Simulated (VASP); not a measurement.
# LiF (zincblende type) (F-43m) in VASP: further runs

LiF (zincblende type) is run at these levels: PBE; tasks: electric field gradients.

All numbers are computed with VASP 6.6.1; they aren't measurements. Logs are shortened: lines on timing, memory, paths and dates and some standing lists are left out, and cuts for length are marked.

### 1 The cell of the first run

Symmetry: F-43m, No. 216, cubic system. The conventional cell has a = 4.365 Å, b = 4.365 Å, c = 4.365 Å, α = 90.00°, β = 90.00°, γ = 90.00°. Within 2.5 Å of Li (site symmetry -43m) lie 4 F at 1.89 Å. F (site symmetry -43m) has 4 Li at 1.89 Å within 2.5 Å.

### 2 Electric field gradients, PBE

File INCAR:

```
  PREC = Accurate
  ENCUT = 520
  EDIFF = 1E-8
  ISMEAR = -1
  SIGMA = 0.03
  LREAL = F
  LASPH = T
  NELM = 60
  ALGO = Normal
  ISIF = 2
  LWAVE = F
  LCHARG = F
  GGA = PE
  LEFG = T
  NBANDS = 12
```

File KPOINTS:

```
regular mesh
0
Gamma
  16 16 16
```

File POSCAR:

```
LiF
1.0
    0.0000000000      2.1825652598      2.1825652598
    2.1825652598      0.0000000000      2.1825652598
    2.1825652598      2.1825652598      0.0000000000
Li F
1 1
Direct
    0.0000000000      0.0000000000      0.0000000000
    0.2500000000      0.2500000000      0.2500000000
```

Potentials or basis: VASP PAW PBE potentials, release 64 (Li_sv, F).

The run is started by

```bash
cat potpaw_PBE.64/Li_sv/POTCAR potpaw_PBE.64/F/POTCAR > POTCAR
mpirun -np 1 vasp_std > vasp.out
```

OUTCAR:

```text
PREC = Accurate
   ENCUT = 520
   EDIFF = 1E-8
   ISMEAR = -1
   LREAL = F
   LASPH = T
   NELM = 60
   ISIF = 2
   GGA = PE

 ion  position               nearest neighbor table
   1  0.000  0.000  0.000-   2 1.89   2 1.89   2 1.89   2 1.89
   2  0.250  0.250  0.250-   1 1.89   1 1.89   1 1.89   1 1.89

  LATTYP: Found a face centered cubic cell.
 ALAT       =     4.3651305196

  Lattice vectors:

 A1 = (   0.0000000000,   2.1825652598,   2.1825652598)
 A2 = (   2.1825652598,   0.0000000000,   2.1825652598)
 A3 = (   2.1825652598,   2.1825652598,   0.0000000000)

Analysis of symmetry for initial positions (statically):
=====================================================================
 Subroutine PRICEL returns:
 Original cell was already a primitive cell.

 Routine SETGRP: Setting up the symmetry group for a
 face centered cubic supercell.

 Subroutine GETGRP returns: Found 24 space group operations
 (whereof 24 operations were pure point group operations)
 out of a pool of 48 trial point group operations.

The static configuration has the point symmetry T_d .

Analysis of symmetry for dynamics (positions and initial velocities):
=====================================================================
 Subroutine PRICEL returns:
 Original cell was already a primitive cell.

 Routine SETGRP: Setting up the symmetry group for a
 face centered cubic supercell.

 Subroutine GETGRP returns: Found 24 space group operations
 (whereof 24 operations were pure point group operations)
 out of a pool of 48 trial point group operations.

The dynamic configuration has the point symmetry T_d .

 Subroutine INISYM returns: Found 24 space group operations
 (whereof 24 operations are pure point group operations),
 and found     1 'primitive' translations

----------------------------------------------------------------------------------------

                                     Primitive cell

  volume of cell :      20.7937

  direct lattice vectors                    reciprocal lattice vectors
     0.000000000  2.182565260  2.182565260    -0.229088224  0.229088224  0.229088224
     2.182565260  0.000000000  2.182565260     0.229088224 -0.229088224  0.229088224
     2.182565260  2.182565260  0.000000000     0.229088224  0.229088224 -0.229088224

  length of vectors
     3.086613391  3.086613391  3.086613391     0.396792444  0.396792444  0.396792444

  position of ions in fractional coordinates (direct lattice)
     0.000000000  0.000000000  0.000000000
     0.250000000  0.250000000  0.250000000

  ion indices of the primitive-cell ions
   primitive index   ion index
                 1           1
                 2           2

----------------------------------------------------------------------------------------

 KPOINTS: regular mesh

Automatic generation of k-mesh.
 Grid dimensions read from file:
 generate k-points for:   16   16   16

 Generating k-lattice:

  Cartesian coordinates                     Fractional coordinates (reciprocal lattice)
    -0.014318014  0.014318014  0.014318014     0.062500000  0.000000000  0.000000000
     0.014318014 -0.014318014  0.014318014     0.000000000  0.062500000  0.000000000
     0.014318014  0.014318014 -0.014318014     0.000000000  0.000000000  0.062500000

  Length of vectors
     0.024799528  0.024799528  0.024799528

  Shift w.r.t. Gamma in fractional coordinates (k-lattice)
     0.000000000  0.000000000  0.000000000

 Subroutine IBZKPT returns following result:
 ===========================================

 Found    145 irreducible k-points:

 Following reciprocal coordinates:
            Coordinates               Weight
  0.000000  0.000000  0.000000      1.000000
  0.062500  0.000000  0.000000      8.000000
  0.125000  0.000000  0.000000      8.000000
  0.187500  0.000000  0.000000      8.000000
  0.250000  0.000000  0.000000      8.000000
  0.312500  0.000000  0.000000      8.000000
[... 16 lines left out ...]
 -0.125000  0.062500  0.000000     24.000000
 -0.062500  0.062500  0.000000     12.000000
 [... further k-points ...]
   k-points           NKPTS =    145   k-points in BZ     NKDIM =    145   number of bands    NBANDS=     12
   number of dos      NEDOS =    301   number of ions     NIONS =      2
   total plane-waves  NPLWV =  13824
   dimension x,y,z NGX =    24 NGY =   24 NGZ =   24
   dimension x,y,z NGXF=    48 NGYF=   48 NGZF=   48
   ions per type =               1   1
   NGX,Y,Z   is equivalent  to a cutoff of  12.93, 12.93, 12.93 a.u.
   NGXF,Y,Z  is equivalent  to a cutoff of  25.85, 25.85, 25.85 a.u.
 SYSTEM =  unknown system
   PREC   = accura    normal or accurate (medium, high low for compatibility)
   ISTART =      0    job   : 0-new  1-cont  2-samecut
   ICHARG =      2    charge: 1-file 2-atom 10-const
   ISPIN  =      1    spin polarized calculation?
   LNONCOLLINEAR =      F non collinear calculations
   LSORBIT =      F    spin-orbit coupling
   LASPH  =      T    aspherical Exc in radial PAW
   ENCUT  =  520.0 eV  38.22 Ry    6.18 a.u.   5.74  5.74  5.74*2*pi/ulx,y,z
   NELM   =     60;   NELMIN=  2; NELMDL= -5     # of ELM steps
   EDIFF  = 0.1E-07   stopping-criterion for ELM
   LREAL  =      F    real-space projection
   EDIFFG = 0.1E-06   stopping-criterion for IOM
   NSW    =      0    number of steps for IOM
   IBRION =     -1    ionic relax: 0-MD 1-quasi-New 2-CG
   NFREE  =      0    steps in history (QN), initial steepest desc. (CG)
   ISIF   =      2    stress and relaxation
   ISYM   =      2    0-nonsym 1-usesym 2-fastsym
   POTIM  = 0.5000    time-step for ionic-motion
   TEBEG  =    0.0;   TEEND  =   0.0 temperature during run
   PSTRESS=    0.0 pullay stress
   NELECT =      10.0000    total number of electrons
   NUPDOWN=      -1.0000    fix difference up-down
   EMIN   =  10.00;   EMAX   =-10.00  energy-range for DOS
   EFERMI =   0.00;   METHOD = LEGACY
   ISMEAR =    -1;   SIGMA  =   0.03  broadening in eV -4-tet -1-fermi 0-gaus
   EFERMI_NEDOS =   21; number of points for ismear=-14 and -15
   IALGO  =     38    algorithm
   IMIX   =      4    mixing-type and parameters
     AMIX     =   0.40;   BMIX     =  1.00
     AMIX_MAG =   1.60;   BMIX_MAG =  1.00
  volume/ion in A,a.u.               =      10.40        70.16
  Fermi-wavevector in a.u.,A,eV,Ry     =   1.282619  2.423798 22.383093  1.645111
  Thomas-Fermi vector in A             =   2.414920
   LORBIT       =      0    0 simple, 1 ext, 2 COOP (PROOUT), +10 PAW based schemes
   GGA     = PE    functional components
   LHFCALC =     F    Hartree Fock is set to
   AEXX    =    0.0000 exact exchange contribution
   IVDW    =     0    specifies the selected vdW correction
   LEPSILON=     F    determine dielectric tensor
   LRPA    =     F    only Hartree local field effects (RPA)
 non-spin polarized calculation
  energy-cutoff  :      520.00
  volume of cell :       20.79
 maximum number of plane-waves:       569
   NGX = 11   NGY = 11   NGZ = 11

 number of electron      10.0000000 magnetization

 number of electron       9.9999991 magnetization

 Free energy of the ion-electron system (eV)
  ---------------------------------------------------
  ext. energy  EPLUGINS =         0.00000000
  ---------------------------------------------------
  free energy    TOTEN  =        -9.62859235 eV

  energy without entropy =       -9.62859235  energy(sigma->0) =       -9.62859235

 E-fermi :  -2.0247     XC(G=0):  -8.6345

 val. band max:       -2.7606910276   @ k =   0.0000   0.0000   0.0000
 cond. band min:       4.8754218223   @ k =   0.0000   0.0000   0.0000
 fundamental gap:      7.6361128499
 Fermi energy:        -2.0247165678

 k-point     1 :       0.0000    0.0000    0.0000
  band No.  band energies     occupation
      1     -43.2492      2.00000
      2     -22.0196      2.00000
      3      -2.7607      2.00000
      4      -2.7607      2.00000
      5      -2.7607      2.00000
      6       4.8754      0.00000
      7      16.2773      0.00000
      8      16.2773      0.00000
      9      16.2773      0.00000
     10      24.6554      0.00000
     11      24.6554      0.00000
     12      24.6554      0.00000
[... 331 lines left out ...]
 k-point    24 :      -0.0625    0.0625    0.0000
  band No.  band energies     occupation
      1     -43.2462      2.00000
      2     -22.0037      2.00000
      3      -2.9588      2.00000
      4      -2.8192      2.00000
      5      -2.7703      2.00000
      6       5.1648      0.00000
      7      16.1277      0.00000
      8      16.1577      0.00000
      9      16.4114      0.00000
     10      22.9141      0.00000
     11      22.9168      0.00000
     12      25.2447      0.00000

 [... further k-points ...]
[... 5 lines left out ...]
  --------------------------------------------------------------------------------------
  -------------------------------------------------------------------------------------
  Total       -0.0301292     -0.0301292     -0.0301292     -0.0000000     -0.0000000      0.0000000
  in kB       -2.3214856     -2.3214856     -2.3214856     -0.0000000     -0.0000000      0.0000000
  external PRESSURE =      -2.3214856 kB  Pullay stress =       0.0000000 kB

 VOLUME and BASIS-vectors are now :
 -----------------------------------------------------------------------------
  energy-cutoff  :      520.00
  volume of cell :       20.79
      direct lattice vectors                 reciprocal lattice vectors
     0.000000000  2.182565260  2.182565260    -0.229088224  0.229088224  0.229088224
     2.182565260  0.000000000  2.182565260     0.229088224 -0.229088224  0.229088224
     2.182565260  2.182565260  0.000000000     0.229088224  0.229088224 -0.229088224

 POSITION                                       TOTAL-FORCE (eV/Angst)
 -----------------------------------------------------------------------------------
      0.00000      0.00000      0.00000        -0.000000     -0.000000      0.000000
      1.09128      1.09128      1.09128         0.000000      0.000000     -0.000000
 -----------------------------------------------------------------------------------
    total drift:                                0.000000      0.000000      0.000000

  FREE ENERGIE OF THE ION-ELECTRON SYSTEM (eV)
  ---------------------------------------------------
  free  energy   TOTEN  =        -9.6285923484 eV

  energy  without entropy=       -9.6285923484  energy(sigma->0) =       -9.62859235

 Electric field gradients (V/A^2)
---------------------------------------------------------------------
 ion       V_xx      V_yy      V_zz      V_xy      V_xz      V_yz
---------------------------------------------------------------------
   1      -0.000     0.000     0.000     0.000     0.000     0.000
   2       0.000     0.000    -0.000    -0.002    -0.002    -0.002
---------------------------------------------------------------------

 Electric field gradients after diagonalization (V/A^2)
 (convention: |V_zz| > |V_xx| > |V_yy|)
----------------------------------------------------------------------
 ion       V_xx      V_yy      V_zz     asymmetry (V_yy - V_xx)/ V_zz
----------------------------------------------------------------------
   1      -0.000    -0.000     0.000       0.000
   2       0.002     0.002    -0.004       0.000
----------------------------------------------------------------------

           NMR quadrupolar parameters

 Cq : quadrupolar parameter    Cq=e*Q*V_zz/h
 eta: asymmetry parameters     (V_yy - V_xx)/ V_zz
 Q  : nuclear electric quadrupole moment in mb (millibarn)
----------------------------------------------------------------------
 ion       Cq(MHz)       eta       Q (mb)
----------------------------------------------------------------------
   1       0.000       0.000       1.000
   2      -0.000       0.000       1.000
----------------------------------------------------------------------
```

Wall time 24 s (1 thread of Intel Xeon Platinum 8259CL at 2.50GHz (Skylake/Cascade Lake), shared host); peak memory 0.15 GiB.

Results:

| Property | Result |
| --- | --- |
| Free energy | -9.6286 eV |
| Band gap on the k mesh | 7.64 eV, direct |

Levels at points of the mesh, in eV from the valence-band top:
```csv
k point,band 1,band 2,band 3,band 4,band 5,band 6,band 7,band 8,band 9,band 10
"(0.00, 0.00, 0.00)",-40.49,-19.26,0.00,0.00,0.00,7.64,19.04,19.04,19.04,27.42
"(0.50, 0.00, 0.00)",-40.46,-19.09,-1.86,-0.24,-0.24,11.63,14.48,18.69,18.69,25.60
"(0.50, 0.50, 0.00)",-40.45,-19.04,-1.32,-0.74,-0.74,10.43,15.58,18.94,18.94,20.92
```

Caveat: the cutoff is under 1.25 times the usual one of these potentials, so pressure, stress and relaxed cells hold a basis-set (Pulay) error; without QUAD_EFG the Cq values of the log hold for a quadrupole moment of 1 mb, not for the nuclei. A k mesh can miss the band edges.

### 3 Electric field gradients, PBE

File INCAR:

```
SYSTEM = LiF
PREC = Accurate
ENCUT = 520
EDIFF = 1E-8
ISMEAR = -1
SIGMA = 0.03
LREAL = .False.
LASPH = .True.
NELM = 100
ALGO = Normal
ISIF = 2
LWAVE = .False.
LCHARG = .False.
GGA = PE
LEFG = .True.
NBANDS = 12
```

File KPOINTS:

```
regular mesh
0
Gamma
  16 16 16
  0 0 0
```

POSCAR is that of step 2.

Potentials or basis: VASP PAW PBE potentials, release 64 (Li_sv, F).

The run is started by

```bash
cat potpaw_PBE.64/Li_sv/POTCAR potpaw_PBE.64/F/POTCAR > POTCAR
mpirun -np 1 vasp_std > vasp.out
```

OUTCAR:

```text
SYSTEM = LiF
   PREC = Accurate
   ENCUT = 520
   EDIFF = 1E-8
   ISMEAR = -1
   LREAL = .False.
   LASPH = .True.
   NELM = 100
   ISIF = 2
   GGA = PE

 ion  position               nearest neighbor table
   1  0.000  0.000  0.000-   2 1.89   2 1.89   2 1.89   2 1.89
   2  0.250  0.250  0.250-   1 1.89   1 1.89   1 1.89   1 1.89

  LATTYP: Found a face centered cubic cell.
 ALAT       =     4.3651305196

  Lattice vectors:

 A1 = (   0.0000000000,   2.1825652598,   2.1825652598)
 A2 = (   2.1825652598,   0.0000000000,   2.1825652598)
 A3 = (   2.1825652598,   2.1825652598,   0.0000000000)

Analysis of symmetry for initial positions (statically):
=====================================================================
 Subroutine PRICEL returns:
 Original cell was already a primitive cell.

 Routine SETGRP: Setting up the symmetry group for a
 face centered cubic supercell.

 Subroutine GETGRP returns: Found 24 space group operations
 (whereof 24 operations were pure point group operations)
 out of a pool of 48 trial point group operations.

The static configuration has the point symmetry T_d .

Analysis of symmetry for dynamics (positions and initial velocities):
=====================================================================
 Subroutine PRICEL returns:
 Original cell was already a primitive cell.

 Routine SETGRP: Setting up the symmetry group for a
 face centered cubic supercell.

 Subroutine GETGRP returns: Found 24 space group operations
 (whereof 24 operations were pure point group operations)
 out of a pool of 48 trial point group operations.

The dynamic configuration has the point symmetry T_d .

 Subroutine INISYM returns: Found 24 space group operations
[... 166 lines left out ...]
     12      24.6554      0.00000
[... 331 lines left out ...]
 k-point    24 :      -0.0625    0.0625    0.0000
  band No.  band energies     occupation
      1     -43.2462      2.00000
      2     -22.0037      2.00000
      3      -2.9588      2.00000
      4      -2.8192      2.00000
      5      -2.7703      2.00000
      6       5.1648      0.00000
      7      16.1277      0.00000
      8      16.1577      0.00000
      9      16.4114      0.00000
     10      22.9141      0.00000
     11      22.9168      0.00000
     12      25.2447      0.00000

 [... further k-points ...]
[... 5 lines left out ...]
  --------------------------------------------------------------------------------------
  -------------------------------------------------------------------------------------
  Total       -0.0301292     -0.0301292     -0.0301292     -0.0000000     -0.0000000      0.0000000
  in kB       -2.3214856     -2.3214856     -2.3214856     -0.0000000     -0.0000000      0.0000000
  external PRESSURE =      -2.3214856 kB  Pullay stress =       0.0000000 kB

 VOLUME and BASIS-vectors are now :
 -----------------------------------------------------------------------------
  energy-cutoff  :      520.00
  volume of cell :       20.79
      direct lattice vectors                 reciprocal lattice vectors
     0.000000000  2.182565260  2.182565260    -0.229088224  0.229088224  0.229088224
     2.182565260  0.000000000  2.182565260     0.229088224 -0.229088224  0.229088224
     2.182565260  2.182565260  0.000000000     0.229088224  0.229088224 -0.229088224

 POSITION                                       TOTAL-FORCE (eV/Angst)
 -----------------------------------------------------------------------------------
      0.00000      0.00000      0.00000        -0.000000     -0.000000      0.000000
      1.09128      1.09128      1.09128         0.000000      0.000000     -0.000000
 -----------------------------------------------------------------------------------
    total drift:                                0.000000      0.000000      0.000000

  FREE ENERGIE OF THE ION-ELECTRON SYSTEM (eV)
  ---------------------------------------------------
  free  energy   TOTEN  =        -9.6285923484 eV

  energy  without entropy=       -9.6285923484  energy(sigma->0) =       -9.62859235

 Electric field gradients (V/A^2)
---------------------------------------------------------------------
 ion       V_xx      V_yy      V_zz      V_xy      V_xz      V_yz
---------------------------------------------------------------------
   1      -0.000     0.000     0.000     0.000     0.000     0.000
   2       0.000     0.000    -0.000    -0.002    -0.002    -0.002
---------------------------------------------------------------------

 Electric field gradients after diagonalization (V/A^2)
 (convention: |V_zz| > |V_xx| > |V_yy|)
----------------------------------------------------------------------
 ion       V_xx      V_yy      V_zz     asymmetry (V_yy - V_xx)/ V_zz
----------------------------------------------------------------------
   1      -0.000    -0.000     0.000       0.000
   2       0.002     0.002    -0.004       0.000
----------------------------------------------------------------------

           NMR quadrupolar parameters

 Cq : quadrupolar parameter    Cq=e*Q*V_zz/h
 eta: asymmetry parameters     (V_yy - V_xx)/ V_zz
 Q  : nuclear electric quadrupole moment in mb (millibarn)
----------------------------------------------------------------------
 ion       Cq(MHz)       eta       Q (mb)
----------------------------------------------------------------------
   1       0.000       0.000       1.000
   2      -0.000       0.000       1.000
----------------------------------------------------------------------
```

stdout:

```text
POSCAR found type information on POSCAR LiF
 POSCAR found :  2 types and       2 ions
 scaLAPACK will be used
 LDA part: xc-table for (Slater+PW92), standard interpolation
 POSCAR, INCAR and KPOINTS ok, starting setup
 FFT: planning ... GRIDC
 FFT: planning ... GRID_SOFT
 FFT: planning ... GRID
 WAVECAR not read
 entering main loop
ion   1

ion   2
```

Run time: 23 s. Hardware: 1 thread of Intel Xeon Platinum 8259CL at 2.50GHz (Skylake/Cascade Lake), shared host; peak memory 0.15 GiB.

What came out:

* Free energy: -9.6286 eV
* Band gap on the k mesh: 7.64 eV, direct

Caveat: the cutoff is under 1.25 times the usual one of these potentials, so pressure, stress and relaxed cells hold a basis-set (Pulay) error; without QUAD_EFG the Cq values of the log hold for a quadrupole moment of 1 mb, not for the nuclei.
